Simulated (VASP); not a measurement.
# H2ClF in VASP: notebook

H2ClF is run at these levels: PBE; tasks: single point.

Everything below comes from runs of VASP 6.6.1. Logs are shortened: lines on timing, memory, paths and dates and some standing lists are left out, and cuts for length are marked.

**1. The cell of the first run**

The cell holds an amorphous packing of atoms, 24 atoms: a = 8.247 Å, b = 8.247 Å, c = 8.247 Å, α = 90.00°, β = 90.00°, γ = 90.00°.

**2. Single point, PBE**

File INCAR:

```
PREC = Accurate
ENCUT = 520
EDIFF = 1E-6
ISMEAR = -1
SIGMA = 0.05
LREAL = Auto
LASPH = T
NELM = 60
ALGO = Normal
ISIF = 2
LWAVE = F
LCHARG = T
GGA = PE
LELF = T
LVHAR = T
NBANDS = 66
```

File KPOINTS:

```
Automatic mesh
0
Gamma
  1 1 1
```

File POSCAR:

```
H2ClF
1.0
    8.2474740000      0.0000000000      0.0000000000
    0.0000000000      8.2474740000      0.0000000000
    0.0000000000      0.0000000000      8.2474740000
Cl H F
6 12 6
Direct
    0.1044498828      0.4481023128      0.6729680358
    0.7383422120      0.0575295946      0.6679474663
    0.3104166887      0.1330754210      0.2714951454
    0.7182295532      0.8346463345      0.0297765047
    0.3687613730      0.8539332890      0.6824833372
    0.4925117345      0.3067192552      0.9477625068
   -0.0218585574      0.5318121320      0.6134372534
    0.5901540528      0.0004649097      0.6733014131
    0.3014996851      0.2874828094      0.3168647713
    0.7701939838      0.9274289218     -0.0889746178
    0.2690344547      0.9244928567      0.7845378256
    0.4212035089      0.2229987138      1.0676370591
    0.0299412725      0.3380435017     -0.1394725167
    0.8817106441      0.8359749237      0.2152445372
    0.4225419174      0.5143096154      0.3001559321
    1.0733603849      1.1008442523      0.9381944934
    0.5690979109      0.4605274225      0.1111958579
    0.8783017544      0.7130370928      0.4475553754
    0.0059309688      0.2700455634     -0.0443210211
    0.9455933433      0.8270462610      0.3127321937
    0.3185612935      0.4875169920      0.3455477505
    1.1091819651      0.9893404087      0.9248743720
    0.5867923463      0.5287134101      0.2059769882
    0.8378443266      0.6395209060      0.5300723365
```

Potentials or basis: VASP PAW PBE potentials, release 64 (Cl, H, F).

On the command line:

```sh
> cat potpaw_PBE.64/Cl/POTCAR potpaw_PBE.64/H/POTCAR potpaw_PBE.64/F/POTCAR > POTCAR
> mpirun -np 1 vasp_gam > vasp.out
```

OUTCAR:

```text
PREC = Accurate
   ENCUT = 520
   EDIFF = 1E-6
   ISMEAR = -1
   LREAL = Auto
   LASPH = T
   NELM = 60
   ISIF = 2
   GGA = PE

 ion  position               nearest neighbor table
   1  0.104  0.448  0.673-   7 1.34
   2  0.738  0.058  0.668-   8 1.31
   3  0.310  0.133  0.271-   9 1.33
   4  0.718  0.835  0.030-  10 1.31
   5  0.369  0.854  0.682-  11 1.31
   6  0.493  0.307  0.948-  12 1.34
[... 16 lines left out ...]
  23  0.587  0.529  0.206-  17 0.97
  24  0.838  0.640  0.530-  18 0.97

  LATTYP: Found a simple cubic cell.
 ALAT       =     8.2474740000

  Lattice vectors:

 A1 = (   8.2474740000,   0.0000000000,   0.0000000000)
 A2 = (   0.0000000000,   8.2474740000,   0.0000000000)
 A3 = (   0.0000000000,   0.0000000000,   8.2474740000)

Analysis of symmetry for initial positions (statically):
=====================================================================
 Subroutine PRICEL returns:
 Original cell was already a primitive cell.

 Routine SETGRP: Setting up the symmetry group for a
 simple cubic supercell.

 Subroutine GETGRP returns: Found  1 space group operations
 (whereof  1 operations were pure point group operations)
 out of a pool of 48 trial point group operations.

The static configuration has the point symmetry C_1 .

Analysis of symmetry for dynamics (positions and initial velocities):
=====================================================================
 Subroutine PRICEL returns:
 Original cell was already a primitive cell.

 Routine SETGRP: Setting up the symmetry group for a
 simple cubic supercell.

 Subroutine GETGRP returns: Found  1 space group operations
 (whereof  1 operations were pure point group operations)
 out of a pool of 48 trial point group operations.

The dynamic configuration has the point symmetry C_1 .

 Subroutine INISYM returns: Found  1 space group operations
 (whereof  1 operations are pure point group operations),
 and found     1 'primitive' translations

----------------------------------------------------------------------------------------

                                     Primitive cell

  volume of cell :     561.0000

  direct lattice vectors                    reciprocal lattice vectors
     8.247474000  0.000000000  0.000000000     0.121249246  0.000000000  0.000000000
     0.000000000  8.247474000  0.000000000     0.000000000  0.121249246  0.000000000
     0.000000000  0.000000000  8.247474000     0.000000000  0.000000000  0.121249246

  length of vectors
     8.247474000  8.247474000  8.247474000     0.121249246  0.121249246  0.121249246

  position of ions in fractional coordinates (direct lattice)
     0.104449883  0.448102313  0.672968036
     0.738342212  0.057529595  0.667947466
     0.310416689  0.133075421  0.271495145
     0.718229553  0.834646335  0.029776505
     0.368761373  0.853933289  0.682483337
     0.492511734  0.306719255  0.947762507
[... 16 lines left out ...]
     0.586792346  0.528713410  0.205976988
     0.837844327  0.639520906  0.530072336

  ion indices of the primitive-cell ions
   primitive index   ion index
                 1           1
                 2           2
                 3           3
                 4           4
                 5           5
                 6           6
[... 16 lines left out ...]
                23          23
                24          24

----------------------------------------------------------------------------------------

 KPOINTS: Automatic mesh

Automatic generation of k-mesh.
 Grid dimensions read from file:
 generate k-points for:    1    1    1

 Generating k-lattice:

  Cartesian coordinates                     Fractional coordinates (reciprocal lattice)
     0.121249246  0.000000000  0.000000000     1.000000000  0.000000000  0.000000000
     0.000000000  0.121249246  0.000000000     0.000000000  1.000000000  0.000000000
     0.000000000  0.000000000  0.121249246     0.000000000  0.000000000  1.000000000

  Length of vectors
     0.121249246  0.121249246  0.121249246

  Shift w.r.t. Gamma in fractional coordinates (k-lattice)
     0.000000000  0.000000000  0.000000000

 Subroutine IBZKPT returns following result:
 ===========================================

 Found      1 irreducible k-points:

 Following reciprocal coordinates:
            Coordinates               Weight
  0.000000  0.000000  0.000000      1.000000
   k-points           NKPTS =      1   k-points in BZ     NKDIM =      1   number of bands    NBANDS=     66
   number of dos      NEDOS =    301   number of ions     NIONS =     24
   total plane-waves  NPLWV = 262144
   dimension x,y,z NGX =    64 NGY =   64 NGZ =   64
   dimension x,y,z NGXF=   128 NGYF=  128 NGZF=  128
   ions per type =               6  12   6
   NGX,Y,Z   is equivalent  to a cutoff of  12.90, 12.90, 12.90 a.u.
   NGXF,Y,Z  is equivalent  to a cutoff of  25.80, 25.80, 25.80 a.u.
 SYSTEM =  unknown system
   PREC   = accura    normal or accurate (medium, high low for compatibility)
   ISTART =      0    job   : 0-new  1-cont  2-samecut
   ICHARG =      2    charge: 1-file 2-atom 10-const
   ISPIN  =      1    spin polarized calculation?
   LNONCOLLINEAR =      F non collinear calculations
   LSORBIT =      F    spin-orbit coupling
   LASPH  =      T    aspherical Exc in radial PAW
   ENCUT  =  520.0 eV  38.22 Ry    6.18 a.u.  15.33 15.33 15.33*2*pi/ulx,y,z
   NELM   =     60;   NELMIN=  2; NELMDL= -5     # of ELM steps
   EDIFF  = 0.1E-05   stopping-criterion for ELM
   LREAL  =      T    real-space projection
   EDIFFG = 0.1E-04   stopping-criterion for IOM
   NSW    =      0    number of steps for IOM
   IBRION =     -1    ionic relax: 0-MD 1-quasi-New 2-CG
   NFREE  =      0    steps in history (QN), initial steepest desc. (CG)
   ISIF   =      2    stress and relaxation
   ISYM   =      2    0-nonsym 1-usesym 2-fastsym
   POTIM  = 0.5000    time-step for ionic-motion
   TEBEG  =    0.0;   TEEND  =   0.0 temperature during run
   PSTRESS=    0.0 pullay stress
   NELECT =      96.0000    total number of electrons
   NUPDOWN=      -1.0000    fix difference up-down
   EMIN   =  10.00;   EMAX   =-10.00  energy-range for DOS
   EFERMI =   0.00;   METHOD = LEGACY
   ISMEAR =    -1;   SIGMA  =   0.05  broadening in eV -4-tet -1-fermi 0-gaus
   EFERMI_NEDOS =   21; number of points for ismear=-14 and -15
   IALGO  =     38    algorithm
   IMIX   =      4    mixing-type and parameters
     AMIX     =   0.40;   BMIX     =  1.00
     AMIX_MAG =   1.60;   BMIX_MAG =  1.00
  volume/ion in A,a.u.               =      23.38       157.74
  Fermi-wavevector in a.u.,A,eV,Ry     =   0.908889  1.717552 11.239496  0.826080
  Thomas-Fermi vector in A             =   2.032869
   LORBIT       =      0    0 simple, 1 ext, 2 COOP (PROOUT), +10 PAW based schemes
   GGA     = PE    functional components
   LHFCALC =     F    Hartree Fock is set to
   AEXX    =    0.0000 exact exchange contribution
   IVDW    =     0    specifies the selected vdW correction
   LEPSILON=     F    determine dielectric tensor
   LRPA    =     F    only Hartree local field effects (RPA)
 non-spin polarized calculation
  energy-cutoff  :      520.00
  volume of cell :      561.00
 maximum number of plane-waves:      7602
 NGX is ok and might be reduce to    64
   NGX = 31   NGY = 31   NGZ = 31

 number of electron      96.0000006 magnetization

 Free energy of the ion-electron system (eV)
  ---------------------------------------------------
  ext. energy  EPLUGINS =         0.00000000
  ---------------------------------------------------
  free energy    TOTEN  =       -86.85473446 eV

  energy without entropy =      -86.85473446  energy(sigma->0) =      -86.85473446

 E-fermi :  -3.6770     XC(G=0):  -5.5121

 val. band max:       -4.9718553747   @ k =   0.0000   0.0000   0.0000
 cond. band min:       0.9512043162   @ k =   0.0000   0.0000   0.0000
 fundamental gap:      5.9230596909
 Fermi energy:        -3.6770264041

 k-point     1 :       0.0000    0.0000    0.0000
  band No.  band energies     occupation
      1     -27.8080      2.00000
      2     -27.7332      2.00000
      3     -27.5651      2.00000
      4     -27.1300      2.00000
      5     -27.0979      2.00000
      6     -26.6777      2.00000
[... 52 lines left out ...]
     59       3.8970      0.00000
     60       4.3261      0.00000
 [bands above 60 left out]

------------------------ aborting loop because EDIFF is reached ----------------------------------------

  FORCE on cell =-STRESS in cart. coord.  units (eV):
  Direction    XX          YY          ZZ          XY          YZ          ZX
  --------------------------------------------------------------------------------------
  -------------------------------------------------------------------------------------
  Total        0.1260837      0.2332075      0.0770102      0.5295918      0.2164877     -0.2131326
  in kB        0.3600864      0.6660247      0.2199359      1.5124776      0.6182740     -0.6086919
  external PRESSURE =       0.4153490 kB  Pullay stress =       0.0000000 kB

 VOLUME and BASIS-vectors are now :
 -----------------------------------------------------------------------------
  energy-cutoff  :      520.00
  volume of cell :      561.00
      direct lattice vectors                 reciprocal lattice vectors
     8.247474000  0.000000000  0.000000000     0.121249246  0.000000000  0.000000000
     0.000000000  8.247474000  0.000000000     0.000000000  0.121249246  0.000000000
     0.000000000  0.000000000  8.247474000     0.000000000  0.000000000  0.121249246

 POSITION                                       TOTAL-FORCE (eV/Angst)
 -----------------------------------------------------------------------------------
      0.86145      3.69571      5.55029        -0.120322      0.134085     -0.101402
      6.08946      0.47447      5.50888         0.098235      0.031903     -0.025204
      2.56015      1.09754      2.23915        -0.024051      0.135475      0.029354
      5.92358      6.88372      0.24558         0.023937      0.020806     -0.044562
      3.04135      7.04279      5.62876        -0.132351      0.044489      0.082303
      4.06198      2.52966      7.81665        -0.051134     -0.075635      0.091912
[... 16 lines left out ...]
      4.83955      4.36055      1.69879        -0.002404      0.109813      0.162396
      6.91010      5.27443      4.37176        -0.023766     -0.096017      0.127116
 -----------------------------------------------------------------------------------
    total drift:                               -0.001117      0.001759     -0.003980

  FREE ENERGIE OF THE ION-ELECTRON SYSTEM (eV)
  ---------------------------------------------------
  free  energy   TOTEN  =       -86.8547344637 eV

  energy  without entropy=      -86.8547344637  energy(sigma->0) =      -86.85473446
```

Run time: 39 s. Hardware: 1 thread of Intel Xeon 6975P-C (Granite Rapids), shared host; peak memory 0.55 GiB.

Results:

```
Free energy            : -86.8547 eV
Pressure               : 0.0 GPa
Largest force          : 0.441 eV/Å
Band gap on the k mesh : 5.92 eV
```

Forces in eV/Å, atoms in the order of the input:
```
Cl  -0.120  0.134 -0.101
Cl   0.098  0.032 -0.025
Cl  -0.024  0.135  0.029
Cl   0.024  0.021 -0.045
Cl  -0.132  0.044  0.082
Cl  -0.051 -0.076  0.092
H    0.136 -0.099  0.075
H   -0.026 -0.022 -0.004
H    0.000 -0.135 -0.015
H   -0.017 -0.052  0.074
H    0.008 -0.047 -0.036
H    0.030  0.052 -0.084
H   -0.037  0.010 -0.007
H   -0.110  0.032 -0.219
H    0.391  0.128 -0.157
H   -0.040  0.088  0.010
H    0.006 -0.091 -0.158
H    0.065  0.109 -0.159
F   -0.027  0.062  0.038
F    0.088 -0.052  0.216
F   -0.361 -0.098  0.189
F    0.127 -0.190 -0.086
F   -0.002  0.110  0.162
F   -0.024 -0.096  0.127
```

Levels at points of the mesh, in eV from the valence-band top:
```tsv
k point	band 45	band 46	band 47	band 48	band 49	band 50	band 51	band 52
(0.00, 0.00, 0.00)	-0.20	-0.09	-0.05	0.00	5.92	7.30	7.51	7.81
```

Caveat: the k points lie up to 0.76 Å⁻¹ apart.

**3. Single point, PBE**

File INCAR:

```
SYSTEM = H2ClF
PREC     = Accurate       ! precision mode
ENCUT    = 520            ! plane-wave cutoff, eV
EDIFF    = 1E-6           ! SCF threshold, eV
ISMEAR   = -1             ! smearing method
SIGMA    = 0.05           ! smearing width, eV
LREAL    = Auto         
LASPH    = .True.         ! aspherical terms in the spheres
NELM     = 100            ! most SCF steps
ALGO     = Normal         ! electronic algorithm
ISIF     = 2              ! what is computed and relaxed
LWAVE    = .False.        ! write WAVECAR
LCHARG   = .False.        ! write CHGCAR
GGA      = PE             ! functional
NBANDS   = 66             ! bands
```

File KPOINTS:

```
Automatic mesh
0
Gamma
  1 1 1
  0 0 0
```

File POSCAR:

```
H2ClF
1.0
    8.2474740000      0.0000000000      0.0000000000
    0.0000000000      8.2474740000      0.0000000000
    0.0000000000      0.0000000000      8.2474740000
Cl H F
6 12 6
Direct
    0.1017523668      0.4130476798      0.6829363754
    0.7145460537      0.0601881255      0.6906963271
    0.3008800028      0.1252747205      0.2677425840
    0.7506177043      0.8295630880      0.0234132293
    0.3435233624      0.8505270826      0.6909024509
    0.5115505669      0.3227412417      0.9231311308
    0.0076387025      0.4714413165      0.5517204419
    0.6084529639     -0.0676692039      0.6755401715
    0.2333684229      0.2884883299      0.2610011259
    0.6926848148      0.8649678677     -0.1220252407
    0.2064874651      0.9543406866      0.7103629548
    0.4179461493      0.1946535388      0.9265503595
   -0.0230009819      0.3490644529     -0.1468449613
    0.8872292292      0.9201605243      0.2352720360
    0.3867123437      0.5291559573      0.2320104313
    1.0794456581      1.0884302272      0.9454652418
    0.6481499669      0.6388380248      0.1174056444
    0.8165409191      0.7038518703      0.4958366647
   -0.0293665673      0.2814922484     -0.0405336228
    0.9350499317      0.8572685406      0.3188976407
    0.2946720414      0.5067854715      0.3019227463
    1.1414888971      1.0249077475      0.8851922419
    0.6091440846      0.5562187889      0.2019284935
    0.8401481472      0.6476164702      0.5916720683
```

Potentials or basis: VASP PAW PBE potentials, release 64 (Cl, H, F).

On the command line:

```sh
> cat potpaw_PBE.64/Cl/POTCAR potpaw_PBE.64/H/POTCAR potpaw_PBE.64/F/POTCAR > POTCAR
> mpirun -np 1 vasp_gam > vasp.out
```

It took 37 s on 1 thread of Intel Xeon 6975P-C (Granite Rapids), shared host; peak memory 0.54 GiB.

The run converged. Its results:

| Property | Result |
| --- | --- |
| Free energy | -84.0814 eV |
| Pressure | -1.0 GPa |
| Largest force | 4.717 eV/Å |
| Band gap on the k mesh | 4.47 eV |

Forces in eV/Å, atoms in the order of the input:
```
Cl  -0.915  0.870 -2.308
Cl  -0.834 -1.520 -0.382
Cl  -1.302  2.500 -0.123
Cl  -0.210 -0.245 -0.417
Cl  -1.635  0.835 -0.214
Cl  -0.513 -0.367  0.027
H    1.187 -0.685  2.097
H    0.680  1.562 -0.155
H    1.379 -2.479  0.188
H    0.336  0.172  0.505
H    2.151 -1.430 -0.233
H    0.334  0.476  0.010
H    0.079 -1.210  1.675
H    0.191 -0.027  0.259
H   -0.312 -0.212  0.657
H   -2.757  3.116  2.223
H   -0.690 -1.398  1.522
H    0.063  0.367 -0.491
F   -0.195  0.859 -1.175
F   -0.167  0.030  0.082
F    0.418  0.132 -0.664
F    2.357 -2.593 -1.927
F    0.433  1.464 -1.374
F   -0.076 -0.217  0.218
```

Stress tensor (GPa, compression positive):
```
-1.06 -0.07 -0.73
-0.07 -1.55  1.24
-0.73  1.24 -0.28
```

Levels at points of the mesh, in eV from the valence-band top:
```
           k point  band 44  band 45  band 46  band 47  band 48  band 49  band 50  band 51  band 52  band 53
(0.00, 0.00, 0.00)    -0.57    -0.52    -0.28    -0.20     0.00     4.47     5.40     5.94     6.05     6.42
```

Caveat: the k points lie up to 0.76 Å⁻¹ apart.
